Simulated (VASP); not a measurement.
Input of a VASP 6.6.1 run:

The input INCAR:

```
PREC     = Accurate       # precision mode
ENCUT    = 520            # plane-wave cutoff, eV
EDIFF    = 1E-6           # SCF threshold, eV
ISMEAR   = 0              # smearing method
SIGMA    = 0.1            # smearing width, eV
LREAL    = False          # projectors in reciprocal space
LASPH    = True           # aspherical terms in the spheres
NELM     = 60             # most SCF steps
ALGO     = Normal         # electronic algorithm
ISIF     = 2              # what is computed and relaxed
LWAVE    = False          # write WAVECAR
LCHARG   = True           # write CHGCAR
GGA      = PS             # functional
LELF     = True           # ELF
LVHAR    = True         
NBANDS   = 13             # bands
```

KPOINTS

```
regular mesh
0
Gamma
  14 14 14
```

Contents of POSCAR:

```
Pb
1.0
    0.0000000000      2.4669072726      2.4669072726
    2.4669072726      0.0000000000      2.4669072726
    2.4669072726      2.4669072726      0.0000000000
Pb
1
Direct
    0.0000000000      0.0000000000      0.0000000000
```

Potentials or basis: VASP PAW PBE potentials, release 64 (Pb_d).

Run with:

```sh
$ cat potpaw_PBE.64/Pb_d/POTCAR > POTCAR
$ mpirun -np 1 vasp_std > vasp.out
```

(1) What does it give for the pressure?

(2) What does it give for the band gap on the k mesh?

## Answers

(1) -0.1 GPa.

(2) zero (band 7 reaches 14.70 eV, above the bottom of band 8 at 5.62 eV).

Caveat: the PAW data sets were made with another functional, which shifts forces and pressure a little; spin-orbit coupling is left out, which moves the levels of the heavy elements.
